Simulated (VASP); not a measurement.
# Pt (Fm-3m) in VASP: further runs

Runs on Pt. Level: PBEsol. Tasks: single point, relaxation of cell and atoms.

Everything below comes from runs of VASP 6.6.1. Logs are shortened: lines on timing, memory, paths and dates and some standing lists are left out, and cuts for length are marked.

## (1) The cell of the first run

The structure is cubic, space group Fm-3m (No. 225). Conventional cell: a = 3.918 Å, b = 3.918 Å, c = 3.918 Å, α = 90.00°, β = 90.00°, γ = 90.00°. Within 3.7 Å of Pt (site symmetry m-3m) lie 12 Pt at 2.77 Å.

## (2) Single point, PBEsol

Input file INCAR:

```
PREC = Accurate ; ENCUT = 520
EDIFF = 1E-6 ; ISMEAR = -1
SIGMA = 0.05 ; LREAL = False
LASPH = True ; NELM = 100
ALGO = Normal ; ISIF = 2
LWAVE = False ; LCHARG = False
GGA = PS ; NBANDS = 11
```

Input file KPOINTS:

```
regular mesh
0
Gamma
  19 19 19
```

Input file POSCAR:

```
Pt
1.0
    0.0000000000      1.9590699233      1.9590699233
    1.9590699233      0.0000000000      1.9590699233
    1.9590699233      1.9590699233      0.0000000000
Pt
1
Direct
    0.0000000000      0.0000000000      0.0000000000
```

Potentials or basis: VASP PAW PBE potentials, release 64 (Pt).

Run with:

```
$ cat potpaw_PBE.64/Pt/POTCAR > POTCAR
$ mpirun -np 1 vasp_std > vasp.out
```

OUTCAR:

```text
PREC = Accurate
   ENCUT = 520
   EDIFF = 1E-6
   ISMEAR = -1
   LREAL = False
   LASPH = True
   NELM = 100
   ISIF = 2
   GGA = PS

 ion  position               nearest neighbor table
   1  0.000  0.000  0.000-

  LATTYP: Found a face centered cubic cell.
 ALAT       =     3.9181398466

  Lattice vectors:

 A1 = (   0.0000000000,   1.9590699233,   1.9590699233)
 A2 = (   1.9590699233,   0.0000000000,   1.9590699233)
 A3 = (   1.9590699233,   1.9590699233,   0.0000000000)

Analysis of symmetry for initial positions (statically):
=====================================================================
 Subroutine PRICEL returns:
 Original cell was already a primitive cell.

 Routine SETGRP: Setting up the symmetry group for a
 face centered cubic supercell.

 Subroutine GETGRP returns: Found 48 space group operations
[... 9 lines left out ...]

 Routine SETGRP: Setting up the symmetry group for a
 face centered cubic supercell.

 Subroutine GETGRP returns: Found 48 space group operations
[... 11 lines left out ...]
                                     Primitive cell

  volume of cell :      15.0376

  direct lattice vectors                    reciprocal lattice vectors
     0.000000000  1.959069923  1.959069923    -0.255223152  0.255223152  0.255223152
     1.959069923  0.000000000  1.959069923     0.255223152 -0.255223152  0.255223152
     1.959069923  1.959069923  0.000000000     0.255223152  0.255223152 -0.255223152

  length of vectors
     2.770543255  2.770543255  2.770543255     0.442059466  0.442059466  0.442059466

  position of ions in fractional coordinates (direct lattice)
     0.000000000  0.000000000  0.000000000

  ion indices of the primitive-cell ions
   primitive index   ion index
                 1           1

----------------------------------------------------------------------------------------

 KPOINTS: regular mesh

Automatic generation of k-mesh.
 Grid dimensions read from file:
 generate k-points for:   19   19   19

 Generating k-lattice:

  Cartesian coordinates                     Fractional coordinates (reciprocal lattice)
    -0.013432797  0.013432797  0.013432797     0.052631579  0.000000000  0.000000000
     0.013432797 -0.013432797  0.013432797     0.000000000  0.052631579  0.000000000
     0.013432797  0.013432797 -0.013432797     0.000000000  0.000000000  0.052631579

  Length of vectors
     0.023266288  0.023266288  0.023266288

[... 50 lines left out ...]
   LASPH  =      T    aspherical Exc in radial PAW
   ENCUT  =  520.0 eV  38.22 Ry    6.18 a.u.   5.15  5.15  5.15*2*pi/ulx,y,z
   NELM   =    100;   NELMIN=  2; NELMDL= -5     # of ELM steps
   EDIFF  = 0.1E-05   stopping-criterion for ELM
   LREAL  =      F    real-space projection
   EDIFFG = 0.1E-04   stopping-criterion for IOM
   NSW    =      0    number of steps for IOM
   IBRION =     -1    ionic relax: 0-MD 1-quasi-New 2-CG
   NFREE  =      0    steps in history (QN), initial steepest desc. (CG)
   ISIF   =      2    stress and relaxation
   ISYM   =      2    0-nonsym 1-usesym 2-fastsym
   POTIM  = 0.5000    time-step for ionic-motion
   TEBEG  =    0.0;   TEEND  =   0.0 temperature during run
   PSTRESS=    0.0 pullay stress
   NELECT =      10.0000    total number of electrons
   NUPDOWN=      -1.0000    fix difference up-down
   EMIN   =  10.00;   EMAX   =-10.00  energy-range for DOS
   EFERMI =   0.00;   METHOD = LEGACY
   ISMEAR =    -1;   SIGMA  =   0.05  broadening in eV -4-tet -1-fermi 0-gaus
   EFERMI_NEDOS =   21; number of points for ismear=-14 and -15
   IALGO  =     38    algorithm
   IMIX   =      4    mixing-type and parameters
     AMIX     =   0.40;   BMIX     =  1.00
     AMIX_MAG =   1.60;   BMIX_MAG =  1.00
  volume/ion in A,a.u.               =      15.04       101.48
  Fermi-wavevector in a.u.,A,eV,Ry     =   1.428943  2.700311 27.781437  2.041878
  Thomas-Fermi vector in A             =   2.548950
   LORBIT       =      0    0 simple, 1 ext, 2 COOP (PROOUT), +10 PAW based schemes
   GGA     = PS    functional components
   LHFCALC =     F    Hartree Fock is set to
   AEXX    =    0.0000 exact exchange contribution
   IVDW    =     0    specifies the selected vdW correction
   LEPSILON=     F    determine dielectric tensor
   LRPA    =     F    only Hartree local field effects (RPA)
 non-spin polarized calculation
  energy-cutoff  :      520.00
  volume of cell :       15.04
 maximum number of plane-waves:       416
 NGX is ok and might be reduce to    24
   NGX = 11   NGY = 11   NGZ = 11

 number of electron      10.0000000 magnetization

 Free energy of the ion-electron system (eV)
  ---------------------------------------------------
  ext. energy  EPLUGINS =         0.00000000
  ---------------------------------------------------
  free energy    TOTEN  =        -6.97232937 eV

  energy without entropy =       -6.95623180  energy(sigma->0) =       -6.96428059

 E-fermi :  11.1402     XC(G=0): -13.6453

 val. band max:       11.1373415328   @ k =  -0.3684   0.3684   0.1579
 cond. band min:      11.1410383364   @ k =   0.4211   0.1579   0.0000
 fundamental gap:      0.0036968036
 Fermi energy:        11.1402070542

 k-point     1 :       0.0000    0.0000    0.0000
  band No.  band energies     occupation
      1       0.8233      2.00000
      2       7.3272      2.00000
      3       7.3272      2.00000
      4       7.3272      2.00000
      5       9.5177      2.00000
      6       9.5177      2.00000
      7      25.7671      0.00000
      8      30.7427      0.00000
      9      30.7427      0.00000
     10      30.7427      0.00000
     11      36.0520      0.00000
[... 309 lines left out ...]
 k-point    24 :      -0.2632    0.0526    0.0000
  band No.  band energies     occupation
      1       3.2979      2.00000
      2       7.0225      2.00000
      3       7.6519      2.00000
      4       7.7206      2.00000
      5       9.5974      2.00000
      6      10.2846      2.00000
      7      23.4284      0.00000
      8      27.3483      0.00000
      9      32.0375      0.00000
     10      34.0455      0.00000
     11      35.0650      0.00000

 [... further k-points ...]
[... 5 lines left out ...]
  --------------------------------------------------------------------------------------
  -------------------------------------------------------------------------------------
  Total       -0.0385591     -0.0385591     -0.0385591      0.0000000      0.0000000      0.0000000
  in kB       -4.1082536     -4.1082536     -4.1082536      0.0000000      0.0000000      0.0000000
  external PRESSURE =      -4.1082536 kB  Pullay stress =       0.0000000 kB

 VOLUME and BASIS-vectors are now :
 -----------------------------------------------------------------------------
  energy-cutoff  :      520.00
  volume of cell :       15.04
      direct lattice vectors                 reciprocal lattice vectors
     0.000000000  1.959069923  1.959069923    -0.255223152  0.255223152  0.255223152
     1.959069923  0.000000000  1.959069923     0.255223152 -0.255223152  0.255223152
     1.959069923  1.959069923  0.000000000     0.255223152  0.255223152 -0.255223152

 POSITION                                       TOTAL-FORCE (eV/Angst)
 -----------------------------------------------------------------------------------
      0.00000      0.00000      0.00000         0.000000      0.000000      0.000000
 -----------------------------------------------------------------------------------
    total drift:                               -0.000000      0.000000     -0.000000

  FREE ENERGIE OF THE ION-ELECTRON SYSTEM (eV)
  ---------------------------------------------------
  free  energy   TOTEN  =        -6.9723293697 eV

  energy  without entropy=       -6.9562318016  energy(sigma->0) =       -6.96428059
```

OSZICAR:

```text
N       E                     dE             d eps       ncg     rms          rms(c)
DAV:   1     0.392878389921E+02    0.39288E+02   -0.53602E+03  4960   0.846E+02
DAV:   2    -0.680962303397E+01   -0.46097E+02   -0.44300E+02  5541   0.177E+02
DAV:   3    -0.742419202788E+01   -0.61457E+00   -0.61072E+00  5709   0.195E+01
DAV:   4    -0.742655596262E+01   -0.23639E-02   -0.23638E-02  5574   0.142E+00
DAV:   5    -0.742657451951E+01   -0.18557E-04   -0.18557E-04  5705   0.117E-01    0.134E+01
DAV:   6    -0.702208042056E+01    0.40449E+00   -0.92560E-01  5221   0.761E+00    0.685E+00
DAV:   7    -0.697667622068E+01    0.45404E-01   -0.16474E-01  5602   0.308E+00    0.256E+00
DAV:   8    -0.697263469156E+01    0.40415E-02   -0.69095E-03  5269   0.759E-01    0.679E-01
DAV:   9    -0.697232523273E+01    0.30946E-03   -0.24528E-04  5410   0.143E-01    0.324E-02
DAV:  10    -0.697232919349E+01   -0.39608E-05   -0.42747E-06  6027   0.147E-02    0.579E-03
DAV:  11    -0.697232936973E+01   -0.17624E-06   -0.50294E-08  2978   0.208E-03
   1 F= -.69723294E+01 E0= -.69642806E+01  d E =-.160976E-01
```

stdout:

```text
POSCAR found type information on POSCAR Pt
 POSCAR found :  1 types and       1 ions
 scaLAPACK will be used
 -----------------------------------------------------------------------------
|                                                                             |
|                                                                             |
|     You enforced a specific xc type in the INCAR file but a different       |
|     I HOPE YOU KNOW WHAT YOU ARE DOING!                                     |
|                                                                             |
 -----------------------------------------------------------------------------

 LDA part: xc-table for (Slater+PW92), standard interpolation
 POSCAR, INCAR and KPOINTS ok, starting setup
 FFT: planning ... GRIDC
 FFT: planning ... GRID_SOFT
 FFT: planning ... GRID
 WAVECAR not read
 entering main loop
```

It took 20 s on 1 thread of Intel Xeon 6975P-C, shared host; peak memory 0.17 GiB.

Results:

- Free energy: -6.9723 eV
- Pressure: -0.4 GPa
- Band gap on the k mesh: zero (band 5 reaches 11.61 eV, above the bottom of band 6 at 9.41 eV)

Caveat: the PAW data sets were made with another functional, which shifts forces and pressure a little; spin-orbit coupling is left out, which moves the levels of the heavy elements.

## (3) Single point, PBEsol

This run uses another cell than the first one, of 15.26 Å³/atom, 1.015 times its volume.

Input file INCAR:

```
SYSTEM = Pt
PREC     = Accurate       ! precision mode
ENCUT    = 520            ! plane-wave cutoff, eV
EDIFF    = 1E-6           ! SCF threshold, eV
ISMEAR   = -1             ! smearing method
SIGMA    = 0.05           ! smearing width, eV
LREAL    = .False.        ! projectors in reciprocal space
LASPH    = .True.         ! aspherical terms in the spheres
NELM     = 60             ! most SCF steps
ALGO     = Normal         ! electronic algorithm
ISIF     = 2              ! what is computed and relaxed
LWAVE    = .False.        ! write WAVECAR
LCHARG   = .False.        ! write CHGCAR
GGA      = PS             ! functional
NBANDS   = 11             ! bands
```

Input file KPOINTS:

```
Automatic mesh
0
Gamma
  19 19 19
  0 0 0
```

Input file POSCAR:

```
Pt
1.0
    0.0000000000      1.9688167002      1.9688167002
    1.9688167002      0.0000000000      1.9688167002
    1.9688167002      1.9688167002      0.0000000000
Pt
1
Direct
    0.0000000000      0.0000000000      0.0000000000
```

Potentials or basis: VASP PAW PBE potentials, release 64 (Pt).

Run with:

```
$ cat potpaw_PBE.64/Pt/POTCAR > POTCAR
$ mpirun -np 1 vasp_std > vasp.out
```

Wall time 22 s (1 thread of Intel Xeon 6975P-C, shared host); peak memory 0.17 GiB.

The run converged. Its results:

| Quantity | Value |
| --- | --- |
| Free energy | -6.9690 eV |
| Pressure | -4.5 GPa |
| Band gap on the k mesh | zero (band 5 reaches 11.31 eV, above the bottom of band 6 at 9.16 eV) |

Levels at points of the mesh, in eV from the Fermi level:
| k point | band 2 | band 3 | band 4 | band 5 | band 6 | band 7 | band 8 | band 9 |
| --- | --- | --- | --- | --- | --- | --- | --- | --- |
| (0.00, 0.00, 0.00) | -3.72 | -3.72 | -3.72 | -1.58 | -1.58 | 14.67 | 19.56 | 19.56 |

Caveat: the PAW data sets were made with another functional, which shifts forces and pressure a little; spin-orbit coupling is left out, which moves the levels of the heavy elements.

## (4) Relaxation of cell and atoms, PBEsol

This run uses another cell than the first one, of 15.08 Å³/atom, 1.003 times its volume.

Input file INCAR:

```
  PREC = Accurate
  ENCUT = 600
  EDIFF = 1E-6
  ISMEAR = -1
  SIGMA = 0.05
  LREAL = False
  LASPH = True
  NELM = 60
  ALGO = Normal
  ISIF = 3
  LWAVE = False
  LCHARG = False
  GGA = PS
  IBRION = 2
  NSW = 60
  EDIFFG = -0.01
```

Input file KPOINTS:

```
regular mesh
0
Gamma
  19 19 19
```

Input file POSCAR:

```
Pt
1.0
    0.0000000000      1.9609000000      1.9609000000
    1.9609000000      0.0000000000      1.9609000000
    1.9609000000      1.9609000000      0.0000000000
Pt
1
Direct
    0.0000000000      0.0000000000      0.0000000000
```

Run with:

```
$ cat potpaw_PBE.64/Pt/POTCAR > POTCAR
$ mpirun -np 1 vasp_std > vasp.out
```

Wall time 33 s (1 thread of AMD EPYC 9R45 (Zen 5), shared host); peak memory 0.15 GiB.

It converged, with:

| Property | Result |
| --- | --- |
| Free energy | -6.9724 eV |
| Relaxed volume | 15.02 Å³/atom |
| Relaxed cell | a = 2.770 Å, b = 2.770 Å, c = 2.770 Å, α = 60.00°, β = 60.00°, γ = 60.00° |
| Space group after relaxing (to 0.05 Å) | Fm-3m (No. 225) |
| Energy gained by relaxing | 0.2 meV/atom |
| Ionic steps | 3 |
| Pressure after relaxing | 0.0 GPa |
| Band gap on the k mesh | zero (band 5 reaches 11.64 eV, above the bottom of band 6 at 9.42 eV) |

Step by step:
| step | energy change (eV) | largest force (eV/Å) | pressure (GPa) | volume (Å³) |
| --- | --- | --- | --- | --- |
| 1 | 0.0000 | 0.0000 | -1.11 | 15.08 |
| 2 | 0.0015 | 0.0000 | 3.38 | 14.85 |
| 3 | -0.0002 | 0.0000 | 0.01 | 15.02 |

Final structure:
```
Pt
1.0
     0.00000    1.95834    1.95834
     1.95834    0.00000    1.95834
     1.95834    1.95834    0.00000
Pt
1
Direct
  0.00000 0.00000 0.00000
```

Levels at points of the mesh, in eV from the Fermi level:
| k point | band 2 | band 3 | band 4 | band 5 | band 6 | band 7 | band 8 | band 9 |
| --- | --- | --- | --- | --- | --- | --- | --- | --- |
| (0.00, 0.00, 0.00) | -3.82 | -3.82 | -3.82 | -1.63 | -1.63 | 14.62 | 19.61 | 19.61 |

Caveat: the PAW data sets were made with another functional, which shifts forces and pressure a little; spin-orbit coupling is left out, which moves the levels of the heavy elements.

## (5) Summary

| task | cell | cutoff (eV) | gap on the mesh (eV) | pressure (GPa) |
| --- | --- | --- | --- | --- |
| single point | a = 2.771 Å, angles 60.0°, 1 atom | 520 | none | -0.4 |
| single point | a = 2.784 Å, angles 60.0°, 1 atom | 520 | none | -4.5 |
| relaxation of cell and atoms | relaxed from a = 2.773 Å, angles 60.0°, 1 atom | 600 | none | 0.0 |

Alike in all rows: level PBEsol; potentials or basis VASP PAW PBE potentials, release 64 (Pt); no spin polarisation; k mesh 19 × 19 × 19; smearing fermi-dirac 0.05 eV.

Caveats: the PAW data sets were made with another functional, which shifts forces and pressure a little; spin-orbit coupling is left out, which moves the levels of the heavy elements.

Absolute energies hang on the potentials; compare differences alone.
